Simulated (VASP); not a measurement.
# Cr (Cmcm) in VASP: notebook

Aim: see how the results for Cr move with the level of theory and the settings. Levels: PBE+D3(BJ), PBE, r2SCAN. Tasks: single point.

Everything below comes from runs of VASP 6.6.1. Logs are shortened: lines on timing, memory, paths and dates and some standing lists are left out, and cuts for length are marked.

## 1. The cell of the first run

Symmetry: Cmcm, No. 63, orthorhombic system. Conventional cell: a = 2.281 Å, b = 4.811 Å, c = 4.195 Å, α = 90.00°, β = 90.00°, γ = 90.00°. Cr (site symmetry m2m) has 12 Cr at 2.28 to 2.66 Å within 3.0 Å.

## 2. Single point, PBE+D3(BJ), collinear spin, ferromagnetic start

The input, INCAR:

```
ALGO = Normal
EDIFF = 1E-7
ENCUT = 520
GGA = PE
ISIF = 2
ISMEAR = -1
ISPIN = 2
IVDW = 12
LASPH = True
LCHARG = False
LMAXMIX = 4
LORBIT = 11
LREAL = False
LWAVE = False
MAGMOM = 3 3
NBANDS = 23
NELM = 150
PREC = Accurate
SIGMA = 0.05
```

The input, KPOINTS:

```
k-points
0
Gamma
  13 13 7
```

The input, POSCAR:

```
Cr
1.0
    1.1404503833     -2.4054049233      0.0000000000
    1.1404503833      2.4054049233      0.0000000000
    0.0000000000      0.0000000000      4.1945485656
Cr
2
Direct
    0.8606186174      0.1393813826      0.7500000000
    0.1393813826      0.8606186174      0.2500000000
```

Potentials or basis: VASP PAW PBE potentials, release 64 (Cr_pv).

Run with:

```sh
$ cat potpaw_PBE.64/Cr_pv/POTCAR > POTCAR
$ mpirun -np 1 vasp_std > vasp.out
```

OUTCAR:

```text
EDIFF = 1E-7
   ENCUT = 520
   GGA = PE
   ISIF = 2
   ISMEAR = -1
   ISPIN = 2
   IVDW = 12
   LASPH = True
   LORBIT = 11
   LREAL = False
   NELM = 150
   PREC = Accurate
 IVDW          = 12

 ion  position               nearest neighbor table
   1  0.861  0.139  0.750-   2 2.49   2 2.49   2 2.61   2 2.61   2 2.61   2 2.61
   2  0.139  0.861  0.250-   1 2.49   1 2.49   1 2.61   1 2.61   1 2.61   1 2.61

  LATTYP: Found a base centered orthorhombic cell.
 ALAT       =     2.2809007666
 B/A-ratio  =     2.1091710420
 C/A-ratio  =     1.8389877486

  Lattice vectors:

 A1 = (   1.1404503833,  -2.4054049233,   0.0000000000)
 A2 = (   1.1404503833,   2.4054049233,   0.0000000000)
 A3 = (   0.0000000000,   0.0000000000,   4.1945485656)

Analysis of symmetry for initial positions (statically):
=====================================================================
 Subroutine PRICEL returns:
 Original cell was already a primitive cell.

 Routine SETGRP: Setting up the symmetry group for a
 base centered orthorhombic supercell.

 Subroutine GETGRP returns: Found  8 space group operations
 (whereof  4 operations were pure point group operations)
 out of a pool of  8 trial point group operations.

The static configuration has the point symmetry C_2h.
 The point group associated with its full space group is D_2h.

Analysis of symmetry for dynamics (positions and initial velocities):
=====================================================================
 Subroutine PRICEL returns:
 Original cell was already a primitive cell.

 Routine SETGRP: Setting up the symmetry group for a
 base centered orthorhombic supercell.

 Subroutine GETGRP returns: Found  8 space group operations
 (whereof  4 operations were pure point group operations)
 out of a pool of  8 trial point group operations.

The dynamic configuration has the point symmetry C_2h.
 The point group associated with its full space group is D_2h.

Analysis of structural, dynamic, and magnetic symmetry:
=====================================================================
 Subroutine PRICEL returns:
 Original cell was already a primitive cell.

 Routine SETGRP: Setting up the symmetry group for a
 base centered orthorhombic supercell.

 Subroutine GETGRP returns: Found  8 space group operations
 (whereof  4 operations were pure point group operations)
 out of a pool of  8 trial point group operations.

The overall configuration has the point symmetry C_2h.
 The point group associated with its full space group is D_2h.

 Subroutine INISYM returns: Found  8 space group operations
 (whereof  4 operations are pure point group operations),
 and found     1 'primitive' translations

----------------------------------------------------------------------------------------

                                     Primitive cell

  volume of cell :      23.0133

  direct lattice vectors                    reciprocal lattice vectors
     1.140450383 -2.405404923  0.000000000     0.438423282 -0.207865210  0.000000000
     1.140450383  2.405404923  0.000000000     0.438423282  0.207865210  0.000000000
     0.000000000  0.000000000  4.194548566     0.000000000  0.000000000  0.238404678

  length of vectors
     2.662066851  2.662066851  4.194548566     0.485203998  0.485203998  0.238404678

  position of ions in fractional coordinates (direct lattice)
     0.860618617  0.139381383  0.750000000
     0.139381383  0.860618617  0.250000000

  ion indices of the primitive-cell ions
   primitive index   ion index
                 1           1
                 2           2

----------------------------------------------------------------------------------------

 KPOINTS: k-points

Automatic generation of k-mesh.
 Grid dimensions read from file:
 generate k-points for:   13   13    7

 Generating k-lattice:

  Cartesian coordinates                     Fractional coordinates (reciprocal lattice)
     0.033724868 -0.015989632  0.000000000     0.076923077  0.000000000  0.000000000
     0.033724868  0.015989632  0.000000000     0.000000000  0.076923077  0.000000000
     0.000000000  0.000000000  0.034057811     0.000000000  0.000000000  0.142857143

  Length of vectors
     0.037323384  0.037323384  0.034057811

  Shift w.r.t. Gamma in fractional coordinates (k-lattice)
     0.000000000  0.000000000  0.000000000

 Subroutine IBZKPT returns following result:
 ===========================================

 Found    196 irreducible k-points:

 Following reciprocal coordinates:
            Coordinates               Weight
  0.000000  0.000000  0.000000      1.000000
  0.076923  0.000000  0.000000      4.000000
  0.153846  0.000000  0.000000      4.000000
  0.230769  0.000000  0.000000      4.000000
  0.307692  0.000000  0.000000      4.000000
  0.384615  0.000000  0.000000      4.000000
[... 16 lines left out ...]
  0.384615  0.153846  0.000000      4.000000
  0.461538  0.153846  0.000000      4.000000
 [... further k-points ...]
   k-points           NKPTS =    196   k-points in BZ     NKDIM =    196   number of bands    NBANDS=     23
   number of dos      NEDOS =    301   number of ions     NIONS =      2
   total plane-waves  NPLWV =  12800
   dimension x,y,z NGX =    20 NGY =   20 NGZ =   32
   dimension x,y,z NGXF=    40 NGYF=   40 NGZF=   64
   ions per type =               2
   NGX,Y,Z   is equivalent  to a cutoff of  12.49, 12.49, 12.68 a.u.
   NGXF,Y,Z  is equivalent  to a cutoff of  24.98, 24.98, 25.37 a.u.
 SYSTEM =  unknown system
   PREC   = accura    normal or accurate (medium, high low for compatibility)
   ISTART =      0    job   : 0-new  1-cont  2-samecut
   ICHARG =      2    charge: 1-file 2-atom 10-const
   ISPIN  =      2    spin polarized calculation?
   LNONCOLLINEAR =      F non collinear calculations
   LSORBIT =      F    spin-orbit coupling
   LASPH  =      T    aspherical Exc in radial PAW
   ENCUT  =  520.0 eV  38.22 Ry    6.18 a.u.   4.95  4.95  7.80*2*pi/ulx,y,z
   NELM   =    150;   NELMIN=  2; NELMDL= -5     # of ELM steps
   EDIFF  = 0.1E-06   stopping-criterion for ELM
   LREAL  =      F    real-space projection
   EDIFFG = 0.1E-05   stopping-criterion for IOM
   NSW    =      0    number of steps for IOM
   IBRION =     -1    ionic relax: 0-MD 1-quasi-New 2-CG
   NFREE  =      0    steps in history (QN), initial steepest desc. (CG)
   ISIF   =      2    stress and relaxation
   ISYM   =      2    0-nonsym 1-usesym 2-fastsym
   POTIM  = 0.5000    time-step for ionic-motion
   TEBEG  =    0.0;   TEEND  =   0.0 temperature during run
   PSTRESS=    0.0 pullay stress
   NELECT =      24.0000    total number of electrons
   NUPDOWN=      -1.0000    fix difference up-down
   EMIN   =  10.00;   EMAX   =-10.00  energy-range for DOS
   EFERMI =   0.00;   METHOD = LEGACY
   ISMEAR =    -1;   SIGMA  =   0.05  broadening in eV -4-tet -1-fermi 0-gaus
   EFERMI_NEDOS =   21; number of points for ismear=-14 and -15
   IALGO  =     38    algorithm
   IMIX   =      4    mixing-type and parameters
     AMIX     =   0.40;   BMIX     =  1.00
     AMIX_MAG =   1.60;   BMIX_MAG =  1.00
  volume/ion in A,a.u.               =      11.51        77.65
  Fermi-wavevector in a.u.,A,eV,Ry     =   1.660168  3.137262 37.499792  2.756157
  Thomas-Fermi vector in A             =   2.747451
   LORBIT       =     11    0 simple, 1 ext, 2 COOP (PROOUT), +10 PAW based schemes
   GGA     = PE    functional components
   LHFCALC =     F    Hartree Fock is set to
   AEXX    =    0.0000 exact exchange contribution
   IVDW    =    12    specifies the selected vdW correction
   LEPSILON=     F    determine dielectric tensor
   LRPA    =     F    only Hartree local field effects (RPA)
 spin polarized calculation
  energy-cutoff  :      520.00
  volume of cell :       23.01
 maximum number of plane-waves:       637
   NGX =  9   NGY =  9   NGZ = 15

 number of electron      24.0000007 magnetization      -0.0002043

 number of electron      24.0000007 magnetization       0.0000501

 Free energy of the ion-electron system (eV)
  ---------------------------------------------------
  ext. energy  EPLUGINS =         0.00000000
  ---------------------------------------------------
  free energy    TOTEN  =       -18.39677215 eV

  energy without entropy =      -18.37228459  energy(sigma->0) =      -18.38452837

 E-fermi :  10.9738     XC(G=0): -13.6687

 val. band max:       10.9700058403   @ k =  -0.3077   0.0769   0.2857
 cond. band min:      10.9757764809   @ k =   0.1538   0.0769   0.1429
 fundamental gap:      0.0057706406
 Fermi energy:        10.9738107835

 spin component 1

 k-point     1 :       0.0000    0.0000    0.0000
  band No.  band energies     occupation
      1     -32.4424      1.00000
      2     -31.8490      1.00000
      3     -31.6675      1.00000
      4     -31.5936      1.00000
      5     -31.4150      1.00000
      6     -31.3816      1.00000
[... 15 lines left out ...]
     22      28.0489      0.00000
     23      31.4601      0.00000
[... 575 lines left out ...]
      1     -32.5732      1.00000
      2     -32.4481      1.00000
      3     -32.0077      1.00000
      4     -31.9763      1.00000
      5     -31.8351      1.00000
      6     -31.6962      1.00000
[... 15 lines left out ...]
     22      22.5455      0.00000
     23      23.7781      0.00000

 [... further k-points ...]

 spin component 2

 k-point     1 :       0.0000    0.0000    0.0000
  band No.  band energies     occupation
      1     -32.4424      1.00000
      2     -31.8489      1.00000
      3     -31.6675      1.00000
      4     -31.5935      1.00000
      5     -31.4150      1.00000
      6     -31.3815      1.00000
[... 15 lines left out ...]
     22      28.0489      0.00000
     23      31.4601      0.00000
[... 575 lines left out ...]
      1     -32.5732      1.00000
      2     -32.4481      1.00000
      3     -32.0077      1.00000
      4     -31.9763      1.00000
      5     -31.8350      1.00000
      6     -31.6962      1.00000
[... 15 lines left out ...]
     22      22.5456      0.00000
     23      23.7781      0.00000

 [... further k-points ...]

------------------------ aborting loop because EDIFF is reached ----------------------------------------

 Edisp (eV)   -0.99397

 E8    (eV) :    -0.4419

  FORCE on cell =-STRESS in cart. coord.  units (eV):
  Direction    XX          YY          ZZ          XY          YZ          ZX
  --------------------------------------------------------------------------------------
  -------------------------------------------------------------------------------------
  Total      -0.05065    -0.04484    -0.06658     0.00000     0.00000     0.00000
  in kB      -3.52639    -3.12192    -4.63535     0.00000     0.00000     0.00000
  external pressure =       -3.76 kB  Pullay stress =        0.00 kB

 VOLUME and BASIS-vectors are now :
 -----------------------------------------------------------------------------
  energy-cutoff  :      520.00
  volume of cell :       23.01
      direct lattice vectors                 reciprocal lattice vectors
     1.140450383 -2.405404923  0.000000000     0.438423282 -0.207865210  0.000000000
     1.140450383  2.405404923  0.000000000     0.438423282  0.207865210  0.000000000
     0.000000000  0.000000000  4.194548566     0.000000000  0.000000000  0.238404678

 POSITION                                       TOTAL-FORCE (eV/Angst)
 -----------------------------------------------------------------------------------
      1.14045     -1.73487      3.14591         0.000000     -0.004061      0.000000
      1.14045      1.73487      1.04864         0.000000      0.004061     -0.000000
 -----------------------------------------------------------------------------------
    total drift:                                0.000000      0.000000     -0.000000

  FREE ENERGIE OF THE ION-ELECTRON SYSTEM (eV)
  ---------------------------------------------------
  free  energy   TOTEN  =       -19.3907375191 eV

  energy  without entropy=      -19.3662499593  energy(sigma->0) =      -19.37849374

 total charge

# of ion       s       p       d       tot
------------------------------------------
    1        0.444   6.392   4.270  11.106
    2        0.444   6.392   4.270  11.106
--------------------------------------------------
tot          0.889  12.784   8.540  22.213

 magnetization (x)

# of ion       s       p       d       tot
------------------------------------------
    1        0.000   0.000   0.000   0.000
    2        0.000   0.000   0.000   0.000
--------------------------------------------------
tot          0.000   0.000   0.000   0.000
```

It took 1.7 min on 1 thread of Intel Xeon 6975P-C, shared host; peak memory 0.26 GiB.

Results:

| Property | Result |
| --- | --- |
| Free energy | -19.3907 eV |
| Pressure | -0.4 GPa |
| Largest force | 0.004 eV/Å |
| Band gap on the k mesh | zero (filled and empty bands overlap) |
| Net moment | 0.00 μB per cell |
| Valence electrons inside the program's atomic spheres | Cr 11.11 |
| Dispersion energy per atom | -0.497 eV |

Forces in eV/Å, atoms in the order of the input:
```
Cr   0.000 -0.004  0.000
Cr   0.000  0.004  0.000
```

Levels at points of the mesh, in eV from the Fermi level:
Spin up:
```csv
k point,band 10,band 11,band 12,band 13,band 14,band 15
"(0.00, 0.00, 0.00)",-1.83,-0.40,-0.25,0.47,0.97,1.07
```
Spin down:
```tsv
k point	band 8	band 9	band 10	band 11	band 12	band 13	band 14	band 15	band 16	band 17
(0.00, 0.00, 0.00)	-4.30	-2.07	-1.83	-0.40	-0.25	0.47	0.97	1.07	1.64	2.11
```

Caveat: the starting moments collapsed, and a magnetic state may lie lower; pairwise dispersion overbinds metals, which lowers pressure and volume.

## 3. Single point, PBE, collinear spin, ferromagnetic start

This run uses another cell than the first one, of 11.84 Å³/atom, 1.029 times its volume.

The input, INCAR:

```
ALGO = Normal ; EDIFF = 1E-6
ENCUT = 520 ; GGA = PE
ISIF = 2 ; ISMEAR = -1
ISPIN = 2 ; LASPH = T
LCHARG = F ; LMAXMIX = 4
LORBIT = 11 ; LREAL = F
LWAVE = F ; MAGMOM = 3 3
NBANDS = 23 ; NELM = 150
PREC = Accurate ; SIGMA = 0.05
```

KPOINTS is that of step 2.

The input, POSCAR:

```
Cr
1.0
    1.1496785294     -2.4302524140      0.0000000000
    1.1496785294      2.4302524140      0.0000000000
    0.0000000000      0.0000000000      4.2367267149
Cr
2
Direct
    0.8601680796      0.1398319204      0.7500000000
    0.1398319204      0.8601680796      0.2500000000
```

Potentials or basis: VASP PAW PBE potentials, release 64 (Cr_pv).

Run with:

```sh
$ cat potpaw_PBE.64/Cr_pv/POTCAR > POTCAR
$ mpirun -np 1 vasp_std > vasp.out
```

It took 2 min on 1 thread of Intel Xeon 6975P-C, shared host; peak memory 0.26 GiB.

The run converged. Its results:

```
Free energy                                           : -18.4100 eV
Pressure                                              : -0.4 GPa
Largest force                                         : 0.006 eV/Å
Band gap on the k mesh                                : zero (filled and empty bands overlap)
Net moment                                            : 0.00 μB per cell
Valence electrons inside the program's atomic spheres : Cr 11.05
```

Forces on the atoms (eV/Å):
```
Cr   0.000 -0.006  0.000
Cr   0.000  0.006  0.000
```

Stress tensor (GPa, compression positive):
```
-0.41  0.00  0.00
 0.00 -0.32  0.00
 0.00  0.00 -0.41
```

Levels at points of the mesh, in eV from the Fermi level:
Spin up:
```tsv
k point	band 8	band 9	band 10	band 11	band 12	band 13	band 14	band 15	band 16	band 17
(0.00, 0.00, 0.00)	-4.18	-2.01	-1.77	-0.38	-0.25	0.41	0.96	1.05	1.58	2.05
```
Spin down:
| k point | band 8 | band 9 | band 10 | band 11 | band 12 | band 13 | band 14 | band 15 | band 16 | band 17 |
| --- | --- | --- | --- | --- | --- | --- | --- | --- | --- | --- |
| (0.00, 0.00, 0.00) | -4.18 | -2.01 | -1.77 | -0.38 | -0.25 | 0.41 | 0.96 | 1.05 | 1.58 | 2.05 |

Caveat: the starting moments collapsed, and a magnetic state may lie lower.

## 4. Single point, r2SCAN, collinear spin, ferromagnetic start

This run uses another cell than the first one, of 12.19 Å³/atom, 1.059 times its volume.

The input, POSCAR:

```
Cr
1.0
    1.1695474029     -2.5154104456      0.0000000000
    1.1695474029      2.5154104456      0.0000000000
    0.0000000000      0.0000000000      4.1440233448
Cr
2
Direct
    0.8705325800      0.1294674200      0.7500000000
    0.1294674200      0.8705325800      0.2500000000
```

The input, INCAR.step1:

```
ALGO = Normal
EDIFF = 1E-4
ENCUT = 520
GGA = PE
ISMEAR = -1
ISPIN = 2
LASPH = T
LCHARG = F
LMAXMIX = 4
LREAL = F
LWAVE = T
MAGMOM = 3 3
NBANDS = 23
NELM = 150
PREC = Accurate
SIGMA = 0.05
```

The input, INCAR.step2:

```
ALGO = Normal
EDIFF = 1E-6
ENCUT = 520
ISIF = 2
ISMEAR = -1
ISPIN = 2
ISTART = 1
LASPH = T
LCHARG = F
LMAXMIX = 4
LMIXTAU = T
LORBIT = 11
LREAL = F
LWAVE = F
MAGMOM = 3 3
METAGGA = R2SCAN
NBANDS = 23
NELM = 150
PREC = Accurate
SIGMA = 0.05
```

KPOINTS is that of step 3.

Run with:

```sh
$ cat potpaw_PBE.64/Cr_pv/POTCAR > POTCAR
$ cp INCAR.step1 INCAR
$ mpirun -np 1 vasp_std > vasp.out
$ cp INCAR.step2 INCAR
$ mpirun -np 1 vasp_std > vasp.out
```

Wall time 3.8 min (1 thread of Intel Xeon 6975P-C (Granite Rapids), shared host); peak memory 0.28 GiB.

The run converged. Its results:

| Quantity | Value |
| --- | --- |
| Free energy | -28.8678 eV |
| Pressure | -11.0 GPa |
| Largest force | 0.004 eV/Å |
| Band gap on the k mesh | zero (filled and empty bands overlap) |
| Net moment | 0.00 μB per cell |
| Valence electrons inside the program's atomic spheres | Cr 11.22 |

Forces in eV/Å, atoms in the order of the input:
```
Cr   0.000  0.004  0.000
Cr   0.000 -0.004  0.000
```

Stress tensor (GPa, compression positive):
```
-11.71   0.00   0.00
  0.00 -11.09   0.00
  0.00   0.00 -10.09
```

Levels at points of the mesh, in eV from the Fermi level:
Spin up:
```csv
k point,band 8,band 9,band 10,band 11,band 12,band 13,band 14,band 15,band 16,band 17
"(0.00, 0.00, 0.00)",-4.29,-2.18,-2.01,-0.89,0.28,0.67,1.10,1.14,1.81,1.96
```
Spin down:
```
           k point  band 8  band 9  band 10  band 11  band 12  band 13  band 14  band 15  band 16  band 17
(0.00, 0.00, 0.00)   -4.29   -2.18    -2.01    -0.89     0.28     0.67     1.10     1.14     1.81     1.96
```

Caveat: the starting moments collapsed, and a magnetic state may lie lower; the PAW data sets were made with another functional, which shifts forces and pressure a little.
